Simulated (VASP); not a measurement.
A run of VASP 6.6.1 is set up as follows.

Contents of INCAR:

```
SYSTEM = Be
ALGO = Fast ; EDIFF = 1E-6
ENCUT = 520 ; GGA = PE
ISIF = 2 ; ISMEAR = -1
LASPH = .TRUE. ; LCHARG = .TRUE.
LELF = .TRUE. ; LREAL = .FALSE.
LVHAR = .TRUE. ; LWAVE = .FALSE.
NBANDS = 7 ; NELM = 60
PREC = Accurate ; SIGMA = 0.05
```

Contents of KPOINTS:

```
k-points
0
G
  15 15 15
  0 0 0
```

The input POSCAR:

```
Be
1.0
   -1.2275398764      1.2275398764      1.2275398764
    1.2275398764     -1.2275398764      1.2275398764
    1.2275398764      1.2275398764     -1.2275398764
Be
1
Direct
    0.0000000000      0.0000000000      0.0000000000
```

Potentials or basis: VASP PAW PBE potentials, release 64 (Be).

The run is started by

```sh
$ cat potpaw_PBE.64/Be/POTCAR > POTCAR
$ mpirun -np 1 vasp_std > vasp.out
```

Question: What does it give for the pressure?

Answer: 7.7 GPa.

Question: Predict the band gap on the k mesh.

Answer: Zero (bands 1 and 2 overlap by 4.64 eV).

Caveat: the cell stands under pressure.
